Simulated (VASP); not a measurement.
# Ga2O3 (C2/m) in VASP: single point with PBE

Aim: the single point of Ga2O3 with PBE.

All numbers are computed with VASP 6.6.1; they aren't measurements. Logs are shortened: lines on timing, memory, paths and dates and some standing lists are left out, and cuts for length are marked.

**1. The cell of the first run**

Symmetry: C2/m, No. 12, monoclinic system. The conventional cell has a = 12.454 Å, b = 3.083 Å, c = 5.878 Å, α = 90.00°, β = 103.70°, γ = 90.00°. Ga (site symmetry m) has 6 O at 1.97 to 2.11 Å within 2.6 Å. Ga (site symmetry m) has 4 O at 1.86 to 1.90 Å within 2.5 Å. Within 2.5 Å of O (site symmetry m) lie 3 Ga at 1.86 to 1.97 Å. Within 2.5 Å of O (site symmetry m) lie 4 Ga at 1.90 to 2.11 Å. O (site symmetry m) has 3 Ga at 1.86 to 1.97 Å within 2.5 Å.

**2. Single point, PBE**

Input file INCAR:

```
ALGO     = Normal         # electronic algorithm
EDIFF    = 1E-6           # SCF threshold, eV
ENCUT    = 520            # plane-wave cutoff, eV
GGA      = PE             # functional
ISIF     = 2              # what is computed and relaxed
ISMEAR   = 0              # smearing method
LASPH    = T              # aspherical terms in the spheres
LCHARG   = T              # write CHGCAR
LELF     = T              # ELF
LREAL    = Auto         
LVHAR    = T            
LWAVE    = F              # write WAVECAR
NBANDS   = 104            # bands
NELM     = 60             # most SCF steps
PREC     = Accurate       # precision mode
SIGMA    = 0.01           # smearing width, eV
```

Input file KPOINTS:

```
Automatic mesh
0
Gamma
  2 2 2
  0.5 0.5 0.5
```

Input file POSCAR:

```
Ga2O3
1.0
    0.0000000000      6.1665860655      0.0000000000
   -6.2270971196      1.5416465164     -0.0062236436
   -1.3979838443      3.0832930328      5.7089373004
Ga O
8 12
Direct
    0.3278368160      0.3170060739      0.6858233311
    0.8278368160      0.3170060739      0.6858233311
    0.6721631840      0.6829939261      0.3141766689
    0.1721631840      0.6829939261      0.3141766689
    0.8524007209      0.1798526035      0.2052722564
    0.3524007209      0.1798526035      0.2052722564
    0.1475992791      0.8201473965      0.7947277436
    0.6475992791      0.8201473965      0.7947277436
    0.3803319313      0.9920494046      0.7433114352
    0.8803319313      0.9920494046      0.7433114352
    0.6196680687      0.0079505954      0.2566885648
    0.1196680687      0.0079505954      0.2566885648
    0.6953194832      0.3473905648      0.4356657513
    0.1953194832      0.3473905648      0.4356657513
    0.3046805168      0.6526094352      0.5643342487
    0.8046805168      0.6526094352      0.5643342487
    0.5271535917      0.6729817595      0.1092019369
    0.0271535917      0.6729817595      0.1092019369
    0.4728464083      0.3270182405      0.8907980631
    0.9728464083      0.3270182405      0.8907980631
```

Potentials or basis: VASP PAW PBE potentials, release 64 (Ga_d, O).

Run with:

```bash
$ cat potpaw_PBE.64/Ga_d/POTCAR potpaw_PBE.64/O/POTCAR > POTCAR
$ mpirun -np 1 vasp_std > vasp.out
```

OUTCAR:

```text
EDIFF = 1E-6
   ENCUT = 520
   GGA = PE
   ISIF = 2
   ISMEAR = 0
   LASPH = T
   LREAL = Auto
   NELM = 60
   PREC = Accurate

 ion  position               nearest neighbor table
   1  0.328  0.317  0.686-  19 1.97  20 1.97   9 1.97  15 2.04  14 2.11  13 2.11
   2  0.828  0.317  0.686-  20 1.97  19 1.97  10 1.97  16 2.04  13 2.11  14 2.11
   3  0.672  0.683  0.314-  17 1.97  18 1.97  11 1.97  13 2.04  16 2.11  15 2.11
   4  0.172  0.683  0.314-  18 1.97  17 1.97  12 1.97  14 2.04  15 2.11  16 2.11
   5  0.852  0.180  0.205-  20 1.86  12 1.86  11 1.86  13 1.90
   6  0.352  0.180  0.205-  19 1.86  11 1.86  12 1.86  14 1.90
   7  0.148  0.820  0.795-  18 1.86  10 1.86   9 1.86  15 1.90
   8  0.648  0.820  0.795-  17 1.86   9 1.86  10 1.86  16 1.90
   9  0.380  0.992  0.743-   8 1.86   7 1.86   1 1.97
  10  0.880  0.992  0.743-   7 1.86   8 1.86   2 1.97
  11  0.620  0.008  0.257-   6 1.86   5 1.86   3 1.97
  12  0.120  0.008  0.257-   5 1.86   6 1.86   4 1.97
  13  0.695  0.347  0.436-   5 1.90   3 2.04   2 2.11   1 2.11
  14  0.195  0.347  0.436-   6 1.90   4 2.04   1 2.11   2 2.11
  15  0.305  0.653  0.564-   7 1.90   1 2.04   4 2.11   3 2.11
  16  0.805  0.653  0.564-   8 1.90   2 2.04   3 2.11   4 2.11
  17  0.527  0.673  0.109-   8 1.86   3 1.97   4 1.97
  18  0.027  0.673  0.109-   7 1.86   4 1.97   3 1.97
  19  0.473  0.327  0.891-   6 1.86   1 1.97   2 1.97
  20  0.973  0.327  0.891-   5 1.86   2 1.97   1 1.97

  LATTYP: Found a triclinic cell.
 ALAT       =     9.6456973174
 B/A-ratio  =     1.0974326072
 C/A-ratio  =     1.1361869163
 COS(alpha) =     0.0037586722
 COS(beta)  =     0.5437147875
 COS(gamma) =     0.8181102241

  Lattice vectors:

 A1 = (   7.6250809639,   1.5416465163,  -5.7027136568)
 A2 = (   7.6250809639,  -4.6249395492,  -5.7027136568)
 A3 = (   1.3979838443,   9.2498790982,  -5.7089373004)

Analysis of symmetry for initial positions (statically):
=====================================================================
 Subroutine PRICEL returns following result:

  LATTYP: Found a base centered monoclinic cell.
 ALAT       =    12.4542004594
 B/A-ratio  =     0.2475705320
 C/A-ratio  =     0.4719381315
 COS(beta)  =    -0.2368780647

  Lattice vectors:

 A1 = (   6.2270971196,  -1.5416465164,   0.0062236436)
 A2 = (   6.2270971196,   1.5416465163,   0.0062236436)
 A3 = (  -1.3979838443,   0.0000000000,   5.7089373004)

   2 primitive cells build up your supercell.

 Routine SETGRP: Setting up the symmetry group for a
 triclinic supercell.
[... 131 lines left out ...]
   IBRION =     -1    ionic relax: 0-MD 1-quasi-New 2-CG
   NFREE  =      0    steps in history (QN), initial steepest desc. (CG)
   ISIF   =      2    stress and relaxation
   ISYM   =      2    0-nonsym 1-usesym 2-fastsym
   POTIM  = 0.5000    time-step for ionic-motion
   TEBEG  =    0.0;   TEEND  =   0.0 temperature during run
   PSTRESS=    0.0 pullay stress
   NELECT =     176.0000    total number of electrons
   NUPDOWN=      -1.0000    fix difference up-down
   EMIN   =  10.00;   EMAX   =-10.00  energy-range for DOS
   EFERMI =   0.00;   METHOD = LEGACY
   ISMEAR =     0;   SIGMA  =   0.01  broadening in eV -4-tet -1-fermi 0-gaus
   EFERMI_NEDOS =   21; number of points for ismear=-14 and -15
   IALGO  =     38    algorithm
   IMIX   =      4    mixing-type and parameters
     AMIX     =   0.40;   BMIX     =  1.00
     AMIX_MAG =   1.60;   BMIX_MAG =  1.00
  volume/ion in A,a.u.               =      10.96        73.99
  Fermi-wavevector in a.u.,A,eV,Ry     =   1.521417  2.875062 31.493556  2.314711
  Thomas-Fermi vector in A             =   2.630135
   LORBIT       =      0    0 simple, 1 ext, 2 COOP (PROOUT), +10 PAW based schemes
   GGA     = PE    functional components
   LHFCALC =     F    Hartree Fock is set to
   AEXX    =    0.0000 exact exchange contribution
   IVDW    =     0    specifies the selected vdW correction
   LEPSILON=     F    determine dielectric tensor
   LRPA    =     F    only Hartree local field effects (RPA)
 non-spin polarized calculation
 Gauss-broadening in eV      SIGMA  =   0.01
  energy-cutoff  :      520.00
  volume of cell :      219.28
 maximum number of plane-waves:      5913
 NGX is ok and might be reduce to    48
   NGX = 23   NGY = 23   NGZ = 25

 number of electron     175.9999992 magnetization

 Free energy of the ion-electron system (eV)
  ---------------------------------------------------
  ext. energy  EPLUGINS =         0.00000000
  ---------------------------------------------------
  free energy    TOTEN  =      -119.39659357 eV

  energy without entropy =     -119.39659357  energy(sigma->0) =     -119.39659357

 E-fermi :   3.4822     XC(G=0): -11.3746

 val. band max:        3.3754464449   @ k =  -0.2500   0.2500   0.2500
 cond. band min:       6.6704173121   @ k =   0.2500   0.2500   0.2500
 fundamental gap:      3.2949708672
 Fermi energy:         3.4822451896

 k-point     1 :       0.2500    0.2500    0.2500
  band No.  band energies     occupation
      1     -15.0215      2.00000
      2     -14.1937      2.00000
      3     -14.1669      2.00000
      4     -14.1082      2.00000
      5     -14.0999      2.00000
      6     -13.9317      2.00000
[... 401 lines left out ...]
     99      11.8931      0.00000
    100      12.3375      0.00000
 [bands above 100 left out]

------------------------ aborting loop because EDIFF is reached ----------------------------------------

  FORCE on cell =-STRESS in cart. coord.  units (eV):
  Direction    XX          YY          ZZ          XY          YZ          ZX
  --------------------------------------------------------------------------------------
  -------------------------------------------------------------------------------------
  Total        0.8736344      0.7900060      0.8374672      0.0254272      0.0111499      0.0522774
  in kB        6.3833450      5.7723014      6.1190840      0.1857879      0.0814682      0.3819732
  external PRESSURE =       6.0915768 kB  Pullay stress =       0.0000000 kB

 VOLUME and BASIS-vectors are now :
 -----------------------------------------------------------------------------
  energy-cutoff  :      520.00
  volume of cell :      219.28
      direct lattice vectors                 reciprocal lattice vectors
     0.000000000  6.166586065  0.000000000     0.040224806  0.162164282 -0.077731870
    -6.227097120  1.541646516 -0.006223644    -0.160549177  0.000000000 -0.039314700
    -1.397983844  3.083293033  5.708937300    -0.000175024  0.000000000  0.175121089

 POSITION                                       TOTAL-FORCE (eV/Angst)
 -----------------------------------------------------------------------------------
     -2.93280      4.62494      3.91335         0.012007     -0.000294      0.000490
     -2.93280      7.70823      3.91335         0.012007     -0.000294      0.000490
     -4.69228      6.16659      1.78936        -0.012007      0.000294     -0.000490
     -4.69228      3.08329      1.78936        -0.012007      0.000294     -0.000490
     -1.40693      6.16659      1.17077        -0.001821      0.000595     -0.006998
     -1.40693      3.08329      1.17077        -0.001821      0.000595     -0.006998
[... 12 lines left out ...]
     -3.28170      6.16659      5.08348        -0.019330      0.001794      0.016998
     -3.28170      9.24988      5.08348        -0.019330      0.001794      0.016998
 -----------------------------------------------------------------------------------
    total drift:                               -0.000000      0.000000      0.000000

  FREE ENERGIE OF THE ION-ELECTRON SYSTEM (eV)
  ---------------------------------------------------
  free  energy   TOTEN  =      -119.3965935717 eV

  energy  without entropy=     -119.3965935717  energy(sigma->0) =     -119.39659357
```

stdout:

```text
POSCAR found type information on POSCAR GaO
 POSCAR found :  2 types and      20 ions
 scaLAPACK will be used
 LDA part: xc-table for (Slater+PW92), standard interpolation
 POSCAR, INCAR and KPOINTS ok, starting setup
 FFT: planning ... GRIDC
 FFT: planning ... GRID_SOFT
 FFT: planning ... GRID
 WAVECAR not read
 entering main loop
```

Wall time 7.7 min (1 thread of Intel Xeon 8259CL, shared host); peak memory 0.35 GiB.

What came out:

* Free energy: -119.3966 eV
* Pressure: 0.6 GPa
* Largest force: 0.026 eV/Å
* Band gap on the k mesh: 3.29 eV

Forces on the atoms (eV/Å):
```
Ga   0.012  0.000  0.000
Ga   0.012  0.000  0.000
Ga  -0.012  0.000  0.000
Ga  -0.012  0.000  0.000
Ga  -0.002  0.001 -0.007
Ga  -0.002  0.001 -0.007
Ga   0.002 -0.001  0.007
Ga   0.002 -0.001  0.007
O   -0.003  0.001 -0.008
O   -0.003  0.001 -0.008
O    0.003 -0.001  0.008
O    0.003 -0.001  0.008
O    0.009 -0.004  0.004
O    0.009 -0.004  0.004
O   -0.009  0.004 -0.004
O   -0.009  0.004 -0.004
O    0.019 -0.002 -0.017
O    0.019 -0.002 -0.017
O   -0.019  0.002  0.017
O   -0.019  0.002  0.017
```

Caveat: the k points lie up to 0.58 Å⁻¹ apart; a shifted mesh leaves out Γ, where band edges can lie.
